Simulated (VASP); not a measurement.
# AlSn (P-6m2) in VASP: a series of runs

AlSn is run at these levels: LDA; tasks: single point.

Everything below comes from runs of VASP 6.6.1. Logs are shortened: lines on timing, memory, paths and dates and some standing lists are left out, and cuts for length are marked.

## 1. The cell of the first run

It takes space group P-6m2 (No. 187, hexagonal). The conventional cell has a = 4.198 Å, b = 4.198 Å, c = 3.307 Å, α = 90.00°, β = 90.00°, γ = 120.00°. Sn (site symmetry -6m2) has 6 Al at 2.93 Å and 2 Sn at 3.31 Å within 3.9 Å. Within 3.9 Å of Al (site symmetry -6m2) lie 6 Sn at 2.93 Å and 2 Al at 3.31 Å.

## 2. Single point, LDA

INCAR reads:

```
PREC = Accurate
ENCUT = 520
EDIFF = 1E-6
ISMEAR = -1
SIGMA = 0.05
LREAL = F
LASPH = T
NELM = 100
ALGO = Fast
ISIF = 2
LWAVE = F
LCHARG = F
NBANDS = 16
```

KPOINTS reads:

```
regular mesh
0
Gamma
  7 7 8
```

POSCAR reads:

```
AlSn
1.0
    4.1981056157      0.0000000000      0.0000000000
   -2.0990528078      3.6356661109      0.0000000000
    0.0000000000      0.0000000000      3.3068470000
Sn Al
1 1
Direct
    0.3333333333      0.6666666667      0.5000000000
    0.0000000000      0.0000000000      0.0000000000
```

Potentials or basis: VASP PAW LDA potentials, release 64 (Sn_d, Al).

Launch:

```sh
> cat potpaw_LDA.64/Sn_d/POTCAR potpaw_LDA.64/Al/POTCAR > POTCAR
> mpirun -np 1 vasp_std > vasp.out
```

OUTCAR:

```text
PREC = Accurate
   ENCUT = 520
   EDIFF = 1E-6
   ISMEAR = -1
   LREAL = F
   LASPH = T
   NELM = 100
   ISIF = 2

 ion  position               nearest neighbor table
   1  0.333  0.667  0.500-   2 2.93   2 2.93   2 2.93   2 2.93   2 2.93   2 2.93
   2  0.000  0.000  0.000-   1 2.93   1 2.93   1 2.93   1 2.93   1 2.93   1 2.93

  LATTYP: Found a hexagonal cell.
 ALAT       =     4.1981056157
 C/A-ratio  =     0.7876998110

  Lattice vectors:

 A1 = (   4.1981056157,   0.0000000000,   0.0000000000)
 A2 = (  -2.0990528078,   3.6356661109,   0.0000000000)
 A3 = (   0.0000000000,   0.0000000000,   3.3068470000)

Analysis of symmetry for initial positions (statically):
=====================================================================
 Subroutine PRICEL returns:
 Original cell was already a primitive cell.

 Routine SETGRP: Setting up the symmetry group for a
 hexagonal supercell.

 Subroutine GETGRP returns: Found 12 space group operations
 (whereof 12 operations were pure point group operations)
 out of a pool of 24 trial point group operations.

The static configuration has the point symmetry D_3h.

Analysis of symmetry for dynamics (positions and initial velocities):
=====================================================================
 Subroutine PRICEL returns:
 Original cell was already a primitive cell.

 Routine SETGRP: Setting up the symmetry group for a
 hexagonal supercell.

 Subroutine GETGRP returns: Found 12 space group operations
 (whereof 12 operations were pure point group operations)
 out of a pool of 24 trial point group operations.

The dynamic configuration has the point symmetry D_3h.

 Subroutine INISYM returns: Found 12 space group operations
 (whereof 12 operations are pure point group operations),
 and found     1 'primitive' translations

----------------------------------------------------------------------------------------

                                     Primitive cell

  volume of cell :      50.4721

  direct lattice vectors                    reciprocal lattice vectors
     4.198105616  0.000000000  0.000000000     0.238202678  0.137526380  0.000000000
    -2.099052808  3.635666111  0.000000000     0.000000000  0.275052760  0.000000000
     0.000000000  0.000000000  3.306847000     0.000000000  0.000000000  0.302402863

  length of vectors
     4.198105616  4.198105616  3.306847000     0.275052760  0.275052760  0.302402863

  position of ions in fractional coordinates (direct lattice)
     0.333333333  0.666666667  0.500000000
     0.000000000  0.000000000  0.000000000

  ion indices of the primitive-cell ions
   primitive index   ion index
                 1           1
                 2           2

----------------------------------------------------------------------------------------

 KPOINTS: regular mesh

Automatic generation of k-mesh.
 Grid dimensions read from file:
 generate k-points for:    7    7    8

 Generating k-lattice:

  Cartesian coordinates                     Fractional coordinates (reciprocal lattice)
     0.034028954  0.019646626  0.000000000     0.142857143  0.000000000  0.000000000
     0.000000000  0.039293251  0.000000000     0.000000000  0.142857143  0.000000000
     0.000000000  0.000000000  0.037800358     0.000000000  0.000000000  0.125000000

  Length of vectors
     0.039293251  0.039293251  0.037800358

  Shift w.r.t. Gamma in fractional coordinates (k-lattice)
     0.000000000  0.000000000  0.000000000

 Subroutine IBZKPT returns following result:
 ===========================================

 Found     40 irreducible k-points:

 Following reciprocal coordinates:
            Coordinates               Weight
  0.000000  0.000000  0.000000      1.000000
  0.142857  0.000000  0.000000      6.000000
  0.285714  0.000000  0.000000      6.000000
  0.428571  0.000000  0.000000      6.000000
  0.142857  0.142857  0.000000      6.000000
  0.285714  0.142857  0.000000     12.000000
[... 16 lines left out ...]
  0.428571  0.142857  0.250000     12.000000
  0.285714  0.285714  0.250000     12.000000
 [... further k-points ...]
   k-points           NKPTS =     40   k-points in BZ     NKDIM =     40   number of bands    NBANDS=     16
   number of dos      NEDOS =    301   number of ions     NIONS =      2
   total plane-waves  NPLWV =  28672
   dimension x,y,z NGX =    32 NGY =   32 NGZ =   28
   dimension x,y,z NGXF=    64 NGYF=   64 NGZF=   56
   ions per type =               1   1
   NGX,Y,Z   is equivalent  to a cutoff of  12.67, 12.67, 14.08 a.u.
   NGXF,Y,Z  is equivalent  to a cutoff of  25.34, 25.34, 28.15 a.u.
 SYSTEM =  unknown system
   PREC   = accura    normal or accurate (medium, high low for compatibility)
   ISTART =      0    job   : 0-new  1-cont  2-samecut
   ICHARG =      2    charge: 1-file 2-atom 10-const
   ISPIN  =      1    spin polarized calculation?
   LNONCOLLINEAR =      F non collinear calculations
   LSORBIT =      F    spin-orbit coupling
   LASPH  =      T    aspherical Exc in radial PAW
   ENCUT  =  520.0 eV  38.22 Ry    6.18 a.u.   7.81  7.81  6.15*2*pi/ulx,y,z
   NELM   =    100;   NELMIN=  2; NELMDL= -5     # of ELM steps
   EDIFF  = 0.1E-05   stopping-criterion for ELM
   LREAL  =      F    real-space projection
   EDIFFG = 0.1E-04   stopping-criterion for IOM
   NSW    =      0    number of steps for IOM
   IBRION =     -1    ionic relax: 0-MD 1-quasi-New 2-CG
   NFREE  =      0    steps in history (QN), initial steepest desc. (CG)
   ISIF   =      2    stress and relaxation
   ISYM   =      2    0-nonsym 1-usesym 2-fastsym
   POTIM  = 0.5000    time-step for ionic-motion
   TEBEG  =    0.0;   TEEND  =   0.0 temperature during run
   PSTRESS=    0.0 pullay stress
   NELECT =      17.0000    total number of electrons
   NUPDOWN=      -1.0000    fix difference up-down
   EMIN   =  10.00;   EMAX   =-10.00  energy-range for DOS
   EFERMI =   0.00;   METHOD = LEGACY
   ISMEAR =    -1;   SIGMA  =   0.05  broadening in eV -4-tet -1-fermi 0-gaus
   EFERMI_NEDOS =   21; number of points for ismear=-14 and -15
   IALGO  =     68    algorithm
   IMIX   =      4    mixing-type and parameters
     AMIX     =   0.40;   BMIX     =  1.00
     AMIX_MAG =   1.60;   BMIX_MAG =  1.00
  volume/ion in A,a.u.               =      25.24       170.30
  Fermi-wavevector in a.u.,A,eV,Ry     =   1.139044  2.152482 17.652500  1.297422
  Thomas-Fermi vector in A             =   2.275748
   LORBIT       =      0    0 simple, 1 ext, 2 COOP (PROOUT), +10 PAW based schemes
   GGA     = CA    functional components
   LHFCALC =     F    Hartree Fock is set to
   AEXX    =    0.0000 exact exchange contribution
   IVDW    =     0    specifies the selected vdW correction
   LEPSILON=     F    determine dielectric tensor
   LRPA    =     F    only Hartree local field effects (RPA)
 non-spin polarized calculation
 RMM-DIIS sequential band-by-band and
  energy-cutoff  :      520.00
  volume of cell :       50.47
 maximum number of plane-waves:      1374
 NGX is ok and might be reduce to    32
   NGX = 15   NGY = 15   NGZ = 13

 number of electron      16.9999999 magnetization

 Free energy of the ion-electron system (eV)
  ---------------------------------------------------
  ext. energy  EPLUGINS =         0.00000000
  ---------------------------------------------------
  free energy    TOTEN  =        -8.30113967 eV

  energy without entropy =       -8.29740759  energy(sigma->0) =       -8.29927363

 E-fermi :   6.1834     XC(G=0):  -9.7653

 val. band max:        6.0902867975   @ k =   0.2857   0.2857   0.2500
 cond. band min:       6.2027287941   @ k =   0.0000   0.0000   0.1250
 fundamental gap:      0.1124419966
 Fermi energy:         6.1834261142

 k-point     1 :       0.0000    0.0000    0.0000
  band No.  band energies     occupation
      1     -15.0811      2.00000
      2     -14.9745      2.00000
      3     -14.9745      2.00000
      4     -14.9547      2.00000
      5     -14.9547      2.00000
      6      -4.2693      2.00000
[... 8 lines left out ...]
     15      17.5643      0.00000
     16      19.0140      0.00000

 k-point     2 :       0.1429    0.0000    0.0000
  band No.  band energies     occupation
      1     -15.0796      2.00000
      2     -14.9750      2.00000
      3     -14.9707      2.00000
      4     -14.9559      2.00000
      5     -14.9550      2.00000
      6      -4.0598      2.00000
[... 8 lines left out ...]
     15      16.1908      0.00000
     16      18.6331      0.00000

 k-point     3 :       0.2857    0.0000    0.0000
  band No.  band energies     occupation
      1     -15.0761      2.00000
      2     -14.9759      2.00000
      3     -14.9623      2.00000
      4     -14.9586      2.00000
      5     -14.9558      2.00000
      6      -3.4577      2.00000
[... 8 lines left out ...]
     15      15.8002      0.00000
     16      17.6547      0.00000

 k-point     4 :       0.4286    0.0000    0.0000
  band No.  band energies     occupation
      1     -15.0735      2.00000
      2     -14.9766      2.00000
      3     -14.9608      2.00000
      4     -14.9564      2.00000
      5     -14.9555      2.00000
      6      -2.6550      2.00000
[... 8 lines left out ...]
     15      15.5462      0.00000
     16      17.2406      0.00000
[... 324 lines left out ...]
 k-point    22 :       0.2857    0.1429    0.2500
  band No.  band energies     occupation
      1     -14.9957      2.00000
      2     -14.9905      2.00000
      3     -14.9840      2.00000
      4     -14.9686      2.00000
      5     -14.9553      2.00000
      6      -2.0488      2.00000
[... 8 lines left out ...]
     15      16.6018      0.00000
     16      17.9845      0.00000

 k-point    23 :       0.4286    0.1429    0.2500
  band No.  band energies     occupation
      1     -14.9972      2.00000
      2     -14.9911      2.00000
      3     -14.9833      2.00000
      4     -14.9669      2.00000
      5     -14.9531      2.00000
      6      -1.4904      2.00000
[... 8 lines left out ...]
     15      16.6899      0.00000
     16      18.8157      0.00000

 k-point    24 :       0.2857    0.2857    0.2500
  band No.  band energies     occupation
      1     -14.9960      2.00000
      2     -14.9928      2.00000
      3     -14.9807      2.00000
      4     -14.9651      2.00000
      5     -14.9564      2.00000
      6      -1.3829      2.00000
[... 8 lines left out ...]
     15      18.3718      0.00000
     16      18.4125      0.00000

 [... further k-points ...]

------------------------ aborting loop because EDIFF is reached ----------------------------------------

  FORCE on cell =-STRESS in cart. coord.  units (eV):
  Direction    XX          YY          ZZ          XY          YZ          ZX
  --------------------------------------------------------------------------------------
  -------------------------------------------------------------------------------------
  Total       -0.9466948     -0.9466948     -0.9675783     -0.0000000      0.0000000      0.0000000
  in kB      -30.0517062    -30.0517062    -30.7146272     -0.0000000      0.0000000      0.0000000
  external PRESSURE =     -30.2726798 kB  Pullay stress =       0.0000000 kB

 VOLUME and BASIS-vectors are now :
 -----------------------------------------------------------------------------
  energy-cutoff  :      520.00
  volume of cell :       50.47
      direct lattice vectors                 reciprocal lattice vectors
     4.198105616  0.000000000  0.000000000     0.238202678  0.137526380  0.000000000
    -2.099052808  3.635666111  0.000000000     0.000000000  0.275052760  0.000000000
     0.000000000  0.000000000  3.306847000     0.000000000  0.000000000  0.302402863

 POSITION                                       TOTAL-FORCE (eV/Angst)
 -----------------------------------------------------------------------------------
     -0.00000      2.42378      1.65342        -0.000000      0.000000      0.000000
      0.00000      0.00000      0.00000         0.000000      0.000000      0.000000
 -----------------------------------------------------------------------------------
    total drift:                               -0.000000      0.000000     -0.000000

  FREE ENERGIE OF THE ION-ELECTRON SYSTEM (eV)
  ---------------------------------------------------
  free  energy   TOTEN  =        -8.3011396682 eV

  energy  without entropy=       -8.2974075859  energy(sigma->0) =       -8.29927363
```

Wall time 16 s (1 thread of Intel Xeon 6975P-C, shared host); peak memory 0.17 GiB.

Results:

```
Free energy : -8.3011 eV
Pressure    : -3.0 GPa
```

Caveat: spin-orbit coupling is left out, which moves the levels of the heavy elements.

[end of part 1 of 2]
